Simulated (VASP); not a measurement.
# CoSi2 (Fm-3m) in VASP: a series of runs, part 2 of 2

VASP 6.6.1. Earlier steps stand in the parts before.

## Step 3: Single point, PBEsol, collinear spin, ferromagnetic start

This run uses another cell than the first one, of 12.55 Å³/atom, 1.032 times its volume.

INCAR reads:

```
PREC     = Accurate       # precision mode
ENCUT    = 520            # plane-wave cutoff, eV
EDIFF    = 1E-6           # SCF threshold, eV
ISMEAR   = -1             # smearing method
SIGMA    = 0.05           # smearing width, eV
LREAL    = False          # projectors in reciprocal space
LASPH    = True           # aspherical terms in the spheres
NELM     = 150            # most SCF steps
ALGO     = Normal         # electronic algorithm
ISIF     = 2              # what is computed and relaxed
LWAVE    = False          # write WAVECAR
LCHARG   = False          # write CHGCAR
ISPIN    = 2              # spin polarisation
MAGMOM   = 3.2 0 0        # initial moments
LORBIT   = 11             # projections on sites
LMAXMIX  = 4              # l up to which the mixer works
GGA      = PS             # functional
NBANDS   = 20             # bands
```

KPOINTS reads:

```
regular mesh
0
Gamma
  9 9 9
```

POSCAR reads:

```
CoSi2
1.0
    0.0000000000      2.6600263041      2.6600263041
    2.6600263041      0.0000000000      2.6600263041
    2.6600263041      2.6600263041      0.0000000000
Co Si
1 2
Direct
    0.0000000000      0.0000000000      0.0000000000
    0.2500000000      0.2500000000      0.2500000000
    0.7500000000      0.7500000000      0.7500000000
```

Potentials or basis: VASP PAW PBE potentials, release 64 (Co, Si).

Run with:

```sh
> cat potpaw_PBE.64/Co/POTCAR potpaw_PBE.64/Si/POTCAR > POTCAR
> mpirun -np 1 vasp_std > vasp.out
```

OUTCAR:

```text
PREC = Accurate
   ENCUT = 520
   EDIFF = 1E-6
   ISMEAR = -1
   LREAL = False
   LASPH = True
   NELM = 150
   ISIF = 2
   ISPIN = 2
   LORBIT = 11
   GGA = PS

 ion  position               nearest neighbor table
   1  0.000  0.000  0.000-   3 2.30   3 2.30   3 2.30   2 2.30   2 2.30   2 2.30   3 2.30   2 2.30

   2  0.250  0.250  0.250-   1 2.30   1 2.30   1 2.30   1 2.30   3 2.66   3 2.66   3 2.66   3 2.66
                             3 2.66   3 2.66
   3  0.750  0.750  0.750-   1 2.30   1 2.30   1 2.30   1 2.30   2 2.66   2 2.66   2 2.66   2 2.66
                             2 2.66   2 2.66

  LATTYP: Found a face centered cubic cell.
 ALAT       =     5.3200526082

  Lattice vectors:

 A1 = (   0.0000000000,   2.6600263041,   2.6600263041)
 A2 = (   2.6600263041,   0.0000000000,   2.6600263041)
 A3 = (   2.6600263041,   2.6600263041,   0.0000000000)

Analysis of symmetry for initial positions (statically):
=====================================================================
 Subroutine PRICEL returns:
 Original cell was already a primitive cell.

[... 755 lines left out ...]
      3       6.1001      1.00000
      4       6.1001      1.00000
      5       8.3014      1.00000
      6       8.3014      1.00000
[... 541 lines left out ...]
     19      25.4849      0.00000
     20      25.5203      0.00000

 [... further k-points ...]
[... 5 lines left out ...]
  --------------------------------------------------------------------------------------
  -------------------------------------------------------------------------------------
  Total       -0.1553701     -0.1553701     -0.1553701     -0.0000000     -0.0000000     -0.0000000
  in kB       -6.6128739     -6.6128739     -6.6128739     -0.0000000     -0.0000000     -0.0000000
  external PRESSURE =      -6.6128739 kB  Pullay stress =       0.0000000 kB

 VOLUME and BASIS-vectors are now :
 -----------------------------------------------------------------------------
  energy-cutoff  :      520.00
  volume of cell :       37.64
      direct lattice vectors                 reciprocal lattice vectors
     0.000000000  2.660026304  2.660026304    -0.187968066  0.187968066  0.187968066
     2.660026304  0.000000000  2.660026304     0.187968066 -0.187968066  0.187968066
     2.660026304  2.660026304  0.000000000     0.187968066  0.187968066 -0.187968066

 POSITION                                       TOTAL-FORCE (eV/Angst)
 -----------------------------------------------------------------------------------
      0.00000      0.00000      0.00000        -0.000000     -0.000000     -0.000000
      1.33001      1.33001      1.33001         0.000000      0.000000      0.000000
      3.99004      3.99004      3.99004        -0.000000     -0.000000      0.000000
 -----------------------------------------------------------------------------------
    total drift:                               -0.000000     -0.000000      0.000000

  FREE ENERGIE OF THE ION-ELECTRON SYSTEM (eV)
  ---------------------------------------------------
  free  energy   TOTEN  =       -20.9814552075 eV

  energy  without entropy=      -20.9712857662  energy(sigma->0) =      -20.97637049

 total charge

# of ion       s       p       d       tot
------------------------------------------
    1        0.553   0.746   7.624   8.923
    2        0.717   0.884   0.000   1.601
    3        0.717   0.884   0.000   1.601
--------------------------------------------------
tot          1.987   2.514   7.624  12.125

 magnetization (x)

# of ion       s       p       d       tot
------------------------------------------
    1       -0.000  -0.000  -0.000  -0.000
    2        0.000  -0.000   0.000  -0.000
    3        0.000  -0.000   0.000  -0.000
--------------------------------------------------
tot          0.000  -0.000  -0.000  -0.000
```

Run time: 34 s. Hardware: 1 thread of Intel Xeon Platinum 8488C (Sapphire Rapids), shared host; peak memory 0.19 GiB.

What came out:

```yaml
Free_energy: -20.9815 eV
Pressure: -0.7 GPa
Net_moment: 0.00 μB per cell
Valence_electrons_inside_the_program's_atomic_spheres: Co 8.92; Si 1.60
```

Levels at points of the mesh, in eV from the Fermi level:
Spin up:
```tsv
k point	band 6	band 7	band 8	band 9	band 10	band 11	band 12	band 13
(0.00, 0.00, 0.00)	-1.94	1.03	3.47	3.47	3.47	3.55	3.55	3.55
```
Spin down:
| k point | band 6 | band 7 | band 8 | band 9 | band 10 | band 11 | band 12 | band 13 |
| --- | --- | --- | --- | --- | --- | --- | --- | --- |
| (0.00, 0.00, 0.00) | -1.94 | 1.03 | 3.47 | 3.47 | 3.47 | 3.55 | 3.55 | 3.55 |

Caveat: the starting moments collapsed, and a magnetic state may lie lower; the PAW data sets were made with another functional, which shifts forces and pressure a little.

## Step 4: Single point, PBEsol, collinear spin, ferromagnetic start

This run uses another cell than the first one, of 12.93 Å³/atom, 1.063 times its volume.

INCAR reads:

```
  ALGO = Normal
  EDIFF = 1E-6
  ENCUT = 520
  GGA = PS
  ISIF = 2
  ISMEAR = -1
  ISPIN = 2
  LASPH = T
  LCHARG = F
  LMAXMIX = 4
  LORBIT = 11
  LREAL = F
  LWAVE = F
  MAGMOM = 3.2 0 0
  NBANDS = 20
  NELM = 150
  PREC = Accurate
  SIGMA = 0.05
```

KPOINTS reads:

```
k-points
0
Gamma
  9 9 9
```

POSCAR reads:

```
CoSi2
1.0
    0.0000000000      2.6868970753      2.6868970753
    2.6868970753      0.0000000000      2.6868970753
    2.6868970753      2.6868970753      0.0000000000
Co Si
1 2
Direct
    0.0000000000      0.0000000000      0.0000000000
    0.2500000000      0.2500000000      0.2500000000
    0.7500000000      0.7500000000      0.7500000000
```

Run with:

```sh
> cat potpaw_PBE.64/Co/POTCAR potpaw_PBE.64/Si/POTCAR > POTCAR
> mpirun -np 1 vasp_std > vasp.out
```

Wall time 40 s (1 thread of Intel Xeon Platinum 8488C (Sapphire Rapids), shared host); peak memory 0.19 GiB.

Results (log left out):

```yaml
Free_energy: -20.9569 eV
Pressure: -6.0 GPa
Net_moment: 0.00 μB per cell
Valence_electrons_inside_the_program's_atomic_spheres: Co 8.84; Si 1.58
```

Levels at points of the mesh, in eV from the Fermi level:
Spin up:
```tsv
k point	band 5	band 6	band 7	band 8	band 9	band 10	band 11	band 12	band 13	band 14
(0.00, 0.00, 0.00)	-1.84	-1.84	0.72	3.42	3.42	3.42	3.45	3.45	3.45	5.65
```
Spin down:
```csv
k point,band 7,band 8,band 9,band 10,band 11,band 12
"(0.00, 0.00, 0.00)",0.72,3.42,3.42,3.42,3.45,3.45
```

Caveat: the starting moments collapsed, and a magnetic state may lie lower; the PAW data sets were made with another functional, which shifts forces and pressure a little.

## Step 5: Single point, PBEsol, collinear spin, ferromagnetic start

This run uses another cell than the first one, of 13.32 Å³/atom, 1.095 times its volume.

INCAR reads:

```
SYSTEM = CoSi2
ALGO = Normal
EDIFF = 1E-6
ENCUT = 520
GGA = PS
ISIF = 2
ISMEAR = -1
ISPIN = 2
LASPH = .True.
LCHARG = .False.
LMAXMIX = 4
LORBIT = 11
LREAL = .False.
LWAVE = .False.
MAGMOM = 3.2 0 0
NBANDS = 20
NELM = 150
PREC = Accurate
SIGMA = 0.05
```

KPOINTS reads:

```
k-points
0
Gamma
  9 9 9
  0 0 0
```

POSCAR reads:

```
CoSi2
1.0
    0.0000000000      2.7132408834      2.7132408834
    2.7132408834      0.0000000000      2.7132408834
    2.7132408834      2.7132408834      0.0000000000
Co Si
1 2
Direct
    0.0000000000      0.0000000000      0.0000000000
    0.2500000000      0.2500000000      0.2500000000
    0.7500000000      0.7500000000      0.7500000000
```

Potentials or basis: VASP PAW PBE potentials, release 64 (Co, Si).

Run with:

```sh
> cat potpaw_PBE.64/Co/POTCAR potpaw_PBE.64/Si/POTCAR > POTCAR
> mpirun -np 1 vasp_std > vasp.out
```

OUTCAR:

```text
SYSTEM = CoSi2
   EDIFF = 1E-6
   ENCUT = 520
   GGA = PS
   ISIF = 2
   ISMEAR = -1
   ISPIN = 2
   LASPH = .True.
   LORBIT = 11
   LREAL = .False.
   NELM = 150
   PREC = Accurate

 ion  position               nearest neighbor table
   1  0.000  0.000  0.000-   3 2.35   3 2.35   3 2.35   2 2.35   3 2.35   2 2.35   2 2.35   2 2.35

   2  0.250  0.250  0.250-   1 2.35   1 2.35   1 2.35   1 2.35   3 2.71   3 2.71   3 2.71   3 2.71
                             3 2.71   3 2.71
   3  0.750  0.750  0.750-   1 2.35   1 2.35   1 2.35   1 2.35   2 2.71   2 2.71   2 2.71   2 2.71
                             2 2.71   2 2.71

  LATTYP: Found a face centered cubic cell.
 ALAT       =     5.4264817668

  Lattice vectors:

 A1 = (   0.0000000000,   2.7132408834,   2.7132408834)
 A2 = (   2.7132408834,   0.0000000000,   2.7132408834)
 A3 = (   2.7132408834,   2.7132408834,   0.0000000000)

Analysis of symmetry for initial positions (statically):
=====================================================================
[... 757 lines left out ...]
      1      -3.3414      1.00000
      2       5.5708      1.00000
      3       5.5708      1.00000
      4       5.5708      1.00000
      5       7.7021      1.00000
      6       7.7021      1.00000
[... 541 lines left out ...]
     19      24.2306      0.00000
     20      24.2306      0.00000

 [... further k-points ...]
[... 5 lines left out ...]
  --------------------------------------------------------------------------------------
  -------------------------------------------------------------------------------------
  Total       -2.6320339     -2.6320339     -2.6320339     -0.0000000     -0.0000000      0.0000000
  in kB     -105.5618548   -105.5618548   -105.5618548     -0.0000000     -0.0000000      0.0000000
  external PRESSURE =    -105.5618548 kB  Pullay stress =       0.0000000 kB

 VOLUME and BASIS-vectors are now :
 -----------------------------------------------------------------------------
  energy-cutoff  :      520.00
  volume of cell :       39.95
      direct lattice vectors                 reciprocal lattice vectors
     0.000000000  2.713240883  2.713240883    -0.184281463  0.184281463  0.184281463
     2.713240883  0.000000000  2.713240883     0.184281463 -0.184281463  0.184281463
     2.713240883  2.713240883  0.000000000     0.184281463  0.184281463 -0.184281463

 POSITION                                       TOTAL-FORCE (eV/Angst)
 -----------------------------------------------------------------------------------
      0.00000      0.00000      0.00000         0.000000     -0.000000     -0.000000
      1.35662      1.35662      1.35662         0.000000      0.000000     -0.000000
      4.06986      4.06986      4.06986        -0.000000     -0.000000      0.000000
 -----------------------------------------------------------------------------------
    total drift:                                0.000000     -0.000000     -0.000000

  FREE ENERGIE OF THE ION-ELECTRON SYSTEM (eV)
  ---------------------------------------------------
  free  energy   TOTEN  =       -20.8968649999 eV

  energy  without entropy=      -20.8867014410  energy(sigma->0) =      -20.89178322

 total charge

# of ion       s       p       d       tot
------------------------------------------
    1        0.522   0.676   7.564   8.762
    2        0.719   0.845   0.000   1.564
    3        0.719   0.845   0.000   1.564
--------------------------------------------------
tot          1.961   2.366   7.564  11.890

 magnetization (x)

# of ion       s       p       d       tot
------------------------------------------
    1       -0.000  -0.000  -0.000  -0.000
    2        0.000   0.000   0.000   0.000
    3        0.000   0.000   0.000   0.000
--------------------------------------------------
tot          0.000   0.000  -0.000   0.000
```

OSZICAR:

```text
N       E                     dE             d eps       ncg     rms          rms(c)
DAV:   1     0.666662710029E+02    0.66666E+02   -0.66640E+03  2816   0.803E+02
DAV:   2    -0.171865864076E+02   -0.83853E+02   -0.73572E+02  2984   0.183E+02
DAV:   3    -0.215993026271E+02   -0.44127E+01   -0.42651E+01  3424   0.449E+01
DAV:   4    -0.216705136131E+02   -0.71211E-01   -0.71066E-01  3256   0.514E+00
DAV:   5    -0.216725490419E+02   -0.20354E-02   -0.20352E-02  3472   0.922E-01    0.190E+01
DAV:   6    -0.287931715780E+02   -0.71206E+01   -0.22566E+01  3132   0.973E+01    0.233E+01
DAV:   7    -0.209324237601E+02    0.78607E+01   -0.11877E+01  3500   0.744E+01    0.367E+00
DAV:   8    -0.209381645996E+02   -0.57408E-02   -0.87348E-01  3672   0.715E+00    0.224E+00
DAV:   9    -0.208976927144E+02    0.40472E-01   -0.10217E-01  3388   0.420E+00    0.909E-01
DAV:  10    -0.208973013285E+02    0.39139E-03   -0.39974E-03  3812   0.536E-01    0.375E-01
DAV:  11    -0.208968287030E+02    0.47263E-03   -0.81512E-04  3592   0.399E-01    0.165E-01
DAV:  12    -0.208968657022E+02   -0.36999E-04   -0.22712E-04  3484   0.122E-01    0.713E-02
DAV:  13    -0.208968635738E+02    0.21284E-05   -0.17672E-05  3508   0.430E-02    0.198E-02
DAV:  14    -0.208968649868E+02   -0.14129E-05   -0.15907E-06  2888   0.111E-02    0.574E-03
DAV:  15    -0.208968649999E+02   -0.13177E-07   -0.40227E-07  2460   0.505E-03
   1 F= -.20896865E+02 E0= -.20891783E+02  d E =-.101636E-01  mag=     0.0001
```

Run time: 61 s. Hardware: 1 thread of Intel Xeon Platinum 8488C (Sapphire Rapids), shared host; peak memory 0.2 GiB.

Results:

```
Free energy                                           : -20.8969 eV
Pressure                                              : -10.6 GPa
Net moment                                            : 0.00 μB per cell
Valence electrons inside the program's atomic spheres : Co 8.76; Si 1.56
```

Caveat: the starting moments collapsed, and a magnetic state may lie lower; the PAW data sets were made with another functional, which shifts forces and pressure a little.

## Step 6: Single point, PBEsol, collinear spin, ferromagnetic start

This run uses another cell than the first one, of 13.70 Å³/atom, 1.126 times its volume.

INCAR reads:

```
SYSTEM = CoSi2
ALGO = Normal ; EDIFF = 1E-6
ENCUT = 520 ; GGA = PS
ISIF = 2 ; ISMEAR = -1
ISPIN = 2 ; LASPH = .TRUE.
LCHARG = .TRUE. ; LELF = .TRUE.
LMAXMIX = 4 ; LORBIT = 11
LREAL = .FALSE. ; LVHAR = .TRUE.
LWAVE = .FALSE. ; MAGMOM = 3.2 0 0
NBANDS = 20 ; NELM = 150
PREC = Accurate ; SIGMA = 0.05
```

KPOINTS reads:

```
k-points
0
G
  9 9 9
  0 0 0
```

POSCAR reads:

```
CoSi2
1.0
    0.0000000000      2.7390828281      2.7390828281
    2.7390828281      0.0000000000      2.7390828281
    2.7390828281      2.7390828281      0.0000000000
Co Si
1 2
Direct
    0.0000000000      0.0000000000      0.0000000000
    0.2500000000      0.2500000000      0.2500000000
    0.7500000000      0.7500000000      0.7500000000
```

Potentials or basis: VASP PAW PBE potentials, release 64 (Co, Si).

Run with:

```sh
> cat potpaw_PBE.64/Co/POTCAR potpaw_PBE.64/Si/POTCAR > POTCAR
> mpirun -np 1 vasp_std > vasp.out
```

It took 62 s on 1 thread of Intel Xeon Platinum 8488C (Sapphire Rapids), shared host; peak memory 0.2 GiB.

Results (log left out):

```yaml
Free_energy: -20.8069 eV
Pressure: -14.4 GPa
Net_moment: 0.00 μB per cell
Valence_electrons_inside_the_program's_atomic_spheres: Co 8.69; Si 1.55
```

Levels at points of the mesh, in eV from the Fermi level:
Spin up:
| k point | band 5 | band 6 | band 7 | band 8 | band 9 | band 10 | band 11 | band 12 | band 13 | band 14 |
| --- | --- | --- | --- | --- | --- | --- | --- | --- | --- | --- |
| (0.00, 0.00, 0.00) | -1.66 | -1.66 | 0.18 | 3.19 | 3.19 | 3.19 | 3.42 | 3.42 | 3.42 | 5.41 |
Spin down:
```
           k point  band 6  band 7  band 8  band 9  band 10  band 11  band 12  band 13
(0.00, 0.00, 0.00)   -1.66    0.18    3.19    3.19     3.19     3.42     3.42     3.42
```

Caveat: the starting moments collapsed, and a magnetic state may lie lower; the PAW data sets were made with another functional, which shifts forces and pressure a little.
